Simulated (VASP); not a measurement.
Input of a VASP 6.6.1 run:

File INCAR:

```
SYSTEM = LiF
PREC     = Accurate       ! precision mode
ENCUT    = 520            ! plane-wave cutoff, eV
EDIFF    = 1E-6           ! SCF threshold, eV
ISMEAR   = -1             ! smearing method
SIGMA    = 0.02           ! smearing width, eV
LREAL    = .FALSE.        ! projectors in reciprocal space
LASPH    = .TRUE.         ! aspherical terms in the spheres
NELM     = 80             ! most SCF steps
ALGO     = Normal         ! electronic algorithm
ISIF     = 2              ! what is computed and relaxed
LWAVE    = .FALSE.        ! write WAVECAR
LCHARG   = .TRUE.         ! write CHGCAR
GGA      = PE             ! functional
LELF     = .TRUE.         ! ELF
LVHAR    = .TRUE.       
NBANDS   = 18             ! bands
```

File KPOINTS:

```
regular mesh
0
G
  12 12 6
  0 0 0
```

Contents of POSCAR:

```
LiF
1.0
    3.2350632629      0.0000000000      0.0000000000
   -1.6175316315      2.8016469685      0.0000000000
    0.0000000000      0.0000000000      5.0246101514
Li F
2 2
Direct
    0.3333333333      0.6666666667     -0.0059835891
    0.6666666667      0.3333333333      0.4940164109
    0.3333333333      0.6666666667      0.3809835891
    0.6666666667      0.3333333333      0.8809835891
```

Potentials or basis: VASP PAW PBE potentials, release 64 (Li_sv, F).

The run is started by

```sh
$ cat potpaw_PBE.64/Li_sv/POTCAR potpaw_PBE.64/F/POTCAR > POTCAR
$ mpirun -np 1 vasp_std > vasp.out
```

Task: What does it give for the largest force?

Result: 0.006 eV/Å.

Task: What does it give for the band gap on the k mesh?

Result: 7.12 eV.

Forces on the atoms (eV/Å):
```
Li   0.000  0.000 -0.006
Li   0.000  0.000 -0.006
F    0.000  0.000  0.006
F    0.000  0.000  0.006
```

Caveat: the cell differs from its parent crystal (strain +5.0%); the structure was generated, so it needn't be the stable form of LiF. A k mesh can miss the band edges.
